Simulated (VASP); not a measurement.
# SnO2 in VASP: a series of runs, part 2 of 2

VASP 6.6.1. The steps go on from the part before.

**3. Single point, PBE+D3(BJ)**

This run uses another cell than the first one, of 15.81 Å³/atom.

Contents of INCAR:

```
ALGO = Normal
EDIFF = 1E-6
ENCUT = 520
GGA = PE
ISIF = 2
ISMEAR = 0
IVDW = 12
LASPH = T
LCHARG = F
LREAL = F
LWAVE = F
NBANDS = 49
NELM = 80
PREC = Accurate
SIGMA = 0.05
```

Contents of KPOINTS:

```
k-points
0
Gamma
  9 9 2
```

Contents of POSCAR:

```
SnO2
1.0
   -3.2372529198      0.0000000000      0.0000000000
   -1.6186264599     -2.8035432670      0.0000000000
   -3.3991155658     -1.9624802870     15.6754773976
Sn O
3 6
Direct
    0.3791942816      0.3791942816      0.4106748359
    0.9041822601     -0.0958177399      0.1368824855
   -0.1457936970     -0.1457936970      0.6844671862
    0.5266150240      0.5266150240      0.2000737752
    0.4766390669     -0.5233609331      0.7476584759
    0.0016270455      0.0016270455      0.4738661255
    0.2317735391      0.2317735391      0.6212758966
    0.7567615176     -0.2432384824      0.3474835462
    0.2817494962      0.2817494962      0.0736911959
```

Potentials or basis: VASP PAW PBE potentials, release 64 (Sn_d, O).

Run with:

```
$ cat potpaw_PBE.64/Sn_d/POTCAR potpaw_PBE.64/O/POTCAR > POTCAR
$ mpirun -np 1 vasp_std > vasp.out
```

OUTCAR:

```text
EDIFF = 1E-6
   ENCUT = 520
   GGA = PE
   ISIF = 2
   ISMEAR = 0
   IVDW = 12
   LASPH = T
   LREAL = F
   NELM = 80
   PREC = Accurate
 IVDW          = 12

 ion  position               nearest neighbor table
   1  0.379  0.379  0.411-   6 2.12   6 2.12   8 2.12   6 2.12   8 2.12   8 2.12
   2  0.904  0.904  0.137-   9 2.12   9 2.12   9 2.12   4 2.12   4 2.12   4 2.12
   3  0.854  0.854  0.684-   7 2.12   7 2.12   7 2.12   5 2.12   5 2.12   5 2.12
   4  0.527  0.527  0.200-   2 2.12   2 2.12   2 2.12
   5  0.477  0.477  0.748-   3 2.12   3 2.12   3 2.12
[... 1474 lines left out ...]
  Total       0.30677     0.30681     0.45020    -0.00003    -0.00025    -0.00044
  in kB       3.45482     3.45523     5.07008    -0.00035    -0.00284    -0.00491
  external pressure =        3.99 kB  Pullay stress =        0.00 kB

 VOLUME and BASIS-vectors are now :
 -----------------------------------------------------------------------------
  energy-cutoff  :      520.00
  volume of cell :      142.27
      direct lattice vectors                 reciprocal lattice vectors
    -3.237252920  0.000000000  0.000000000    -0.308903884  0.178345741 -0.044655737
    -1.618626460 -2.803543267  0.000000000     0.000000000 -0.356691481 -0.044655737
    -3.399115566 -1.962480287 15.675477398     0.000000000  0.000000000  0.063793910

 POSITION                                       TOTAL-FORCE (eV/Angst)
 -----------------------------------------------------------------------------------
     -3.23725     -1.86903      6.43752         0.000000     -0.000000      0.000000
     -4.85588     -2.80354      2.14570        -0.000422     -0.000244      0.144406
     -6.47451     -3.73806     10.72935         0.000422      0.000244     -0.144406
     -3.23725     -1.86903      3.13625         0.000198      0.000114      0.067509
     -4.85588     -2.80354     11.71990         0.000064      0.000037      0.246708
     -1.61863     -0.93451      7.42808        -0.000171     -0.000099      0.054341
     -3.23725     -1.86903      9.73880        -0.000198     -0.000114     -0.067509
     -4.85588     -2.80354      5.44697         0.000171      0.000099     -0.054341
     -1.61863     -0.93451      1.15514        -0.000064     -0.000037     -0.246708
 -----------------------------------------------------------------------------------
    total drift:                                0.000052      0.000030     -0.000036

  FREE ENERGIE OF THE ION-ELECTRON SYSTEM (eV)
  ---------------------------------------------------
  free  energy   TOTEN  =       -56.0878872448 eV

  energy  without entropy=      -56.0878872448  energy(sigma->0) =      -56.08788724
```

OSZICAR:

```text
N       E                     dE             d eps       ncg     rms          rms(c)
DAV:   1     0.109188518098E+04    0.10919E+04   -0.37841E+04  5677   0.232E+03
DAV:   2     0.144154236609E+03   -0.94773E+03   -0.89947E+03  5364   0.708E+02
DAV:   3    -0.490550543549E+02   -0.19321E+03   -0.18887E+03  5558   0.247E+02
DAV:   4    -0.630441998892E+02   -0.13989E+02   -0.13860E+02  5908   0.751E+01
DAV:   5    -0.634630702859E+02   -0.41887E+00   -0.41828E+00  5864   0.132E+01    0.185E+01
DAV:   6    -0.543649577834E+02    0.90981E+01   -0.31680E+01  7795   0.690E+01    0.705E+00
DAV:   7    -0.545703236935E+02   -0.20537E+00   -0.36883E+00  5541   0.903E+00    0.400E+00
DAV:   8    -0.545250855405E+02    0.45238E-01   -0.39872E-01  7409   0.488E+00    0.113E+00
DAV:   9    -0.545079333764E+02    0.17152E-01   -0.94807E-02  7732   0.351E+00    0.175E-01
DAV:  10    -0.545097097713E+02   -0.17764E-02   -0.11870E-02  6180   0.100E+00    0.902E-02
DAV:  11    -0.545099231856E+02   -0.21341E-03   -0.11760E-03  6814   0.305E-01    0.247E-02
DAV:  12    -0.545099396760E+02   -0.16490E-04   -0.12632E-04  6756   0.662E-02    0.216E-02
DAV:  13    -0.545099276036E+02    0.12072E-04   -0.21250E-05  6209   0.445E-02    0.507E-03
DAV:  14    -0.545099236897E+02    0.39139E-05   -0.58055E-06  5555   0.186E-02    0.408E-03
DAV:  15    -0.545099230710E+02    0.61873E-06   -0.87625E-07  3622   0.714E-03
   1 F= -.56087887E+02 E0= -.56087887E+02  d E =-.131281E-20
```

stdout:

```text
POSCAR found type information on POSCAR SnO
 POSCAR found :  2 types and       9 ions
 scaLAPACK will be used
 LDA part: xc-table for (Slater+PW92), standard interpolation
 POSCAR, INCAR and KPOINTS ok, starting setup
 FFT: planning ... GRIDC
 FFT: planning ... GRID_SOFT
 FFT: planning ... GRID
 WAVECAR not read
 entering main loop
```

It took 3.4 min on 1 thread of Intel Xeon Platinum 8488C (Sapphire Rapids), shared host; peak memory 0.41 GiB.

Results:

```
Free energy                : -56.0879 eV
Pressure                   : 0.4 GPa
Largest force              : 0.247 eV/Å
Band gap on the k mesh     : 1.93 eV (least direct gap 2.10 eV)
Dispersion energy per atom : -0.175 eV
```

Forces on the atoms (eV/Å):
```
Sn   0.000  0.000  0.000
Sn   0.000  0.000  0.144
Sn   0.000  0.000 -0.144
O    0.000  0.000  0.068
O    0.000  0.000  0.247
O    0.000  0.000  0.054
O    0.000  0.000 -0.068
O    0.000  0.000 -0.054
O    0.000  0.000 -0.247
```

Stress tensor (GPa, compression positive):
```
0.35 0.00 0.00
0.00 0.35 0.00
0.00 0.00 0.51
```

Caveat: spin-orbit coupling is left out, which moves the levels of the heavy elements; an odd mesh through Γ misses points on the zone boundary, where band edges can lie.

**4. Single point, PBE+D3(BJ)**

This run uses another cell than the first one, of 12.98 Å³/atom.

Contents of INCAR:

```
SYSTEM = SnO2
ALGO     = Normal         ! electronic algorithm
EDIFF    = 1E-6           ! SCF threshold, eV
ENCUT    = 520            ! plane-wave cutoff, eV
GGA      = PE             ! functional
ISIF     = 2              ! what is computed and relaxed
ISMEAR   = 0              ! smearing method
IVDW     = 12             ! dispersion correction
LASPH    = .TRUE.         ! aspherical terms in the spheres
LCHARG   = .TRUE.         ! write CHGCAR
LELF     = .TRUE.         ! ELF
LREAL    = .FALSE.        ! projectors in reciprocal space
LVHAR    = .TRUE.       
LWAVE    = .FALSE.        ! write WAVECAR
NBANDS   = 49             ! bands
NELM     = 80             ! most SCF steps
PREC     = Accurate       ! precision mode
SIGMA    = 0.05           ! smearing width, eV
```

Contents of KPOINTS:

```
k-points
0
G
  9 9 2
  0 0 0
```

Contents of POSCAR:

```
SnO2
1.0
   -3.2372529198      0.0000000000      0.0000000000
   -1.6186264599     -2.8035432670      0.0000000000
   -1.4567638139     -0.8410629802     12.8754773976
Sn O
3 6
Direct
    0.5166716667      0.5166716667      0.4999833333
    0.9500050000     -0.0499950000      0.1666500000
    0.0833383333      0.0833383333      0.8333166667
    0.5935916611      0.5935916611      0.2435833518
    0.7269249944     -0.2730750055      0.9102500185
    0.1602583278      0.1602583278      0.5769166852
    0.4397516722      0.4397516722      0.7563833148
    0.8730850056     -0.1269149944      0.4230499815
    0.3064183389      0.3064183389      0.0897166482
```

Potentials or basis: VASP PAW PBE potentials, release 64 (Sn_d, O).

Run with:

```
$ cat potpaw_PBE.64/Sn_d/POTCAR potpaw_PBE.64/O/POTCAR > POTCAR
$ mpirun -np 1 vasp_std > vasp.out
```

OUTCAR:

```text
SYSTEM = SnO2
   EDIFF = 1E-6
   ENCUT = 520
   GGA = PE
   ISIF = 2
   ISMEAR = 0
   IVDW = 12
   LASPH = .TRUE.
   LREAL = .FALSE.
   NELM = 80
   PREC = Accurate
 IVDW          = 12

 ion  position               nearest neighbor table
   1  0.517  0.517  0.500-   8 2.12   8 2.12   8 2.12   6 2.12   6 2.12   6 2.12
   2  0.950  0.950  0.167-   9 2.12   4 2.12   9 2.12   4 2.12   4 2.12   9 2.12
   3  0.083  0.083  0.833-   5 2.12   5 2.12   5 2.12   7 2.12   7 2.12   7 2.12
   4  0.594  0.594  0.244-   2 2.12   2 2.12   2 2.12
   5  0.727  0.727  0.910-   3 2.12   3 2.12   3 2.12
   6  0.160  0.160  0.577-   1 2.12   1 2.12   1 2.12
   7  0.440  0.440  0.756-   3 2.12   3 2.12   3 2.12
   8  0.873  0.873  0.423-   1 2.12   1 2.12   1 2.12
   9  0.306  0.306  0.090-   2 2.12   2 2.12   2 2.12

  LATTYP: Found a base centered monoclinic cell.
 ALAT       =     5.6070865340
 B/A-ratio  =     0.5773502692
 C/A-ratio  =     2.3158004931
 COS(beta)  =    -0.1295448381

  Lattice vectors:

 A1 = (   3.2372529198,   0.0000000000,   0.0000000000)
[... 200 lines left out ...]
 k-point     1 :       0.0000    0.0000    0.0000
  band No.  band energies     occupation
      1     -15.3998      2.00000
      2     -15.3950      2.00000
      3     -15.3860      2.00000
      4     -15.1466      2.00000
      5     -15.1465      2.00000
      6     -15.1458      2.00000
[... 1237 lines left out ...]
     48      15.4877      0.00000
     49      16.1861      0.00000

 [... further k-points ...]

------------------------ aborting loop because EDIFF is reached ----------------------------------------

 Edisp (eV)   -1.81085

 E8    (eV) :    -0.7204

  FORCE on cell =-STRESS in cart. coord.  units (eV):
  Direction    XX          YY          ZZ          XY          YZ          ZX
  --------------------------------------------------------------------------------------
  -------------------------------------------------------------------------------------
  Total       0.34016     0.45701     0.91370    -0.10119    -0.00966    -0.01674
  in kB       4.66391     6.26600    12.52756    -1.38745    -0.13247    -0.22945
  external pressure =        7.82 kB  Pullay stress =        0.00 kB

 VOLUME and BASIS-vectors are now :
 -----------------------------------------------------------------------------
  energy-cutoff  :      520.00
  volume of cell :      116.85
      direct lattice vectors                 reciprocal lattice vectors
    -3.237252920  0.000000000  0.000000000    -0.308903884  0.178345741 -0.023300107
    -1.618626460 -2.803543267  0.000000000     0.000000000 -0.356691481 -0.023300107
    -1.456763814 -0.841062980 12.875477398     0.000000000  0.000000000  0.077667023

 POSITION                                       TOTAL-FORCE (eV/Angst)
 -----------------------------------------------------------------------------------
     -3.23725     -1.86903      6.43752         0.000000     -0.000000     -0.000000
     -4.85588     -2.80354      2.14570         0.014003      0.008085      0.182140
     -1.61863     -0.93451     10.72935        -0.014003     -0.008085     -0.182140
     -3.23725     -1.86903      3.13625         0.002062      0.001191      0.055434
     -4.85588     -2.80354     11.71990         0.039478      0.022793      0.069597
     -1.61863     -0.93451      7.42808         0.000025      0.000015      0.056546
     -3.23725     -1.86903      9.73880        -0.002062     -0.001191     -0.055434
     -4.85588     -2.80354      5.44697        -0.000025     -0.000015     -0.056546
     -1.61863     -0.93451      1.15514        -0.039478     -0.022793     -0.069597
 -----------------------------------------------------------------------------------
    total drift:                               -0.000059     -0.000034      0.000005

  FREE ENERGIE OF THE ION-ELECTRON SYSTEM (eV)
  ---------------------------------------------------
  free  energy   TOTEN  =       -56.2207615554 eV

  energy  without entropy=      -56.2207615554  energy(sigma->0) =      -56.22076156
```

Wall time 1.9 min (1 thread of Intel Xeon 6975P-C (Granite Rapids), shared host); peak memory 0.37 GiB.

Results:

```yaml
Free_energy: -56.2208 eV
Pressure: 0.8 GPa
Largest_force: 0.183 eV/Å
Band_gap_on_the_k_mesh: 1.52 eV
Dispersion_energy_per_atom: -0.201 eV
```

Forces on the atoms (eV/Å):
```
Sn   0.000  0.000  0.000
Sn   0.014  0.008  0.182
Sn  -0.014 -0.008 -0.182
O    0.002  0.001  0.055
O    0.039  0.023  0.070
O    0.000  0.000  0.057
O   -0.002 -0.001 -0.055
O    0.000  0.000 -0.057
O   -0.039 -0.023 -0.070
```

Caveat: spin-orbit coupling is left out, which moves the levels of the heavy elements.

**5. Single point, PBE+D3(BJ)**

This run uses another cell than the first one, of 12.73 Å³/atom.

Contents of INCAR:

```
SYSTEM = SnO2
ALGO     = Normal         ! electronic algorithm
EDIFF    = 1E-7           ! SCF threshold, eV
ENCUT    = 520            ! plane-wave cutoff, eV
GGA      = PE             ! functional
ISIF     = 2              ! what is computed and relaxed
ISMEAR   = 0              ! smearing method
IVDW     = 12             ! dispersion correction
LASPH    = .True.         ! aspherical terms in the spheres
LCHARG   = .False.        ! write CHGCAR
LREAL    = .False.        ! projectors in reciprocal space
LWAVE    = .False.        ! write WAVECAR
NBANDS   = 49             ! bands
NELM     = 60             ! most SCF steps
PREC     = Accurate       ! precision mode
SIGMA    = 0.05           ! smearing width, eV
```

Contents of KPOINTS:

```
k-points
0
Gamma
  9 9 2
  0 0 0
```

Contents of POSCAR:

```
SnO2
1.0
   -3.2372529198      0.0000000000      0.0000000000
   -1.6186264599     -2.8035432670      0.0000000000
    0.0000000000      0.0000000000     12.6254773976
Sn O
3 6
Direct
    0.6666666667      0.6666666667      0.5098836190
    1.0000000000      0.0000000000      0.1699498752
    0.3333333333      0.3333333333      0.8498173628
    0.6666666667      0.6666666667      0.2484066022
    1.0000000000      0.0000000000      0.9282740898
    0.3333333333      0.3333333333      0.5883403460
    0.6666666667      0.6666666667      0.7713606359
    1.0000000000      0.0000000000      0.4314268921
    0.3333333333      0.3333333333      0.0914931483
```

Run with:

```
$ cat potpaw_PBE.64/Sn_d/POTCAR potpaw_PBE.64/O/POTCAR > POTCAR
$ mpirun -np 1 vasp_std > vasp.out
```

Run time: 79 s. Hardware: 1 thread of Intel Xeon 6975P-C (Granite Rapids), shared host; peak memory 0.27 GiB.

Results (log left out):

```
Free energy                : -56.2804 eV
Pressure                   : 1.3 GPa
Largest force              : 0.201 eV/Å
Band gap on the k mesh     : 1.47 eV
Dispersion energy per atom : -0.206 eV
```

Forces on the atoms (eV/Å):
```
Sn   0.000  0.000  0.000
Sn   0.000  0.000 -0.032
Sn   0.000  0.000  0.032
O    0.000  0.000  0.060
O    0.000  0.000 -0.201
O    0.000  0.000  0.057
O    0.000  0.000 -0.060
O    0.000  0.000 -0.057
O    0.000  0.000  0.201
```

Stress tensor (GPa, compression positive):
```
1.59 0.00 0.00
0.00 1.59 0.00
0.00 0.00 0.80
```

Levels at points of the mesh, in eV from the valence-band top:
```csv
k point,band 35,band 36,band 37,band 38,band 39,band 40,band 41,band 42,band 43,band 44
"(0.00, 0.00, 0.00)",-1.18,-1.18,-1.16,-1.16,0.00,1.47,3.03,3.24,5.36,5.63
"(0.00, 0.00, 0.50)",-1.23,-1.14,-1.14,-0.73,-0.62,2.13,2.23,3.56,5.45,5.50
```

Caveat: spin-orbit coupling is left out, which moves the levels of the heavy elements.

**6. Summary**

```tsv
cell	gap on the mesh (eV)	pressure (GPa)	largest force (eV/Å)
a = 3.237, b = 3.237, c = 13.796 Å, angles 75.7, 75.7, 60.0°, 9 atoms	1.52	0.8	0.24
a = 3.237, b = 3.237, c = 16.159 Å, angles 77.9, 77.9, 60.0°, 9 atoms	1.93	0.4	0.25
a = 3.237, b = 3.237, c = 12.985 Å, angles 83.6, 83.6, 60.0°, 9 atoms	1.52	0.8	0.18
a = 3.237, b = 3.237, c = 12.625 Å, angles 90.0, 90.0, 60.0°, 9 atoms	1.47	1.3	0.20
```

Alike in all rows: task single point; level PBE+D3(BJ); potentials or basis VASP PAW PBE potentials, release 64 (Sn_d, O); no spin polarisation; k mesh 9 × 9 × 2; cutoff (eV) 520; smearing gaussian 0.05 eV.

Caveats: spin-orbit coupling is left out, which moves the levels of the heavy elements; an odd mesh through Γ misses points on the zone boundary, where band edges can lie (at least some runs).

Absolute energies hang on the potentials; compare differences alone.
